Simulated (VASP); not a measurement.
Here is a VASP 6.6.1 calculation.

Contents of INCAR:

```
ALGO = Normal ; EDIFF = 1E-7
ENCUT = 520 ; GGA = CA
ISIF = 2 ; ISMEAR = -1
LASPH = True ; LCHARG = False
LREAL = False ; LWAVE = False
NBANDS = 10 ; NELM = 60
PREC = Accurate ; SIGMA = 0.08
```

KPOINTS

```
k-points
0
Gamma
  15 15 8
```

Contents of POSCAR:

```
Al
1.0
    2.1721308786      0.0000000000      0.0000000000
   -1.0860654393      1.8811205212      0.0000000000
    0.0000000000      0.0000000000      3.5131486179
Al
2
Direct
    0.3333333333      0.6666666667      0.2500000000
    0.6666666667      0.3333333333      0.7500000000
```

Potentials or basis: VASP PAW LDA potentials, release 64 (Al).

Launch:

```console
$ cat potpaw_LDA.64/Al/POTCAR > POTCAR
$ mpirun -np 1 vasp_std > vasp.out
```

**Question.** Estimate the pressure.

**Answer.** 339.1 GPa.

**Question.** Estimate the band gap on the k mesh.

**Answer.** Zero (band 3 reaches 25.84 eV, above the bottom of band 4 at 15.38 eV).

Stress tensor (GPa, compression positive):
```
339.19   0.00   0.00
  0.00 339.19   0.00
  0.00   0.00 339.05
```
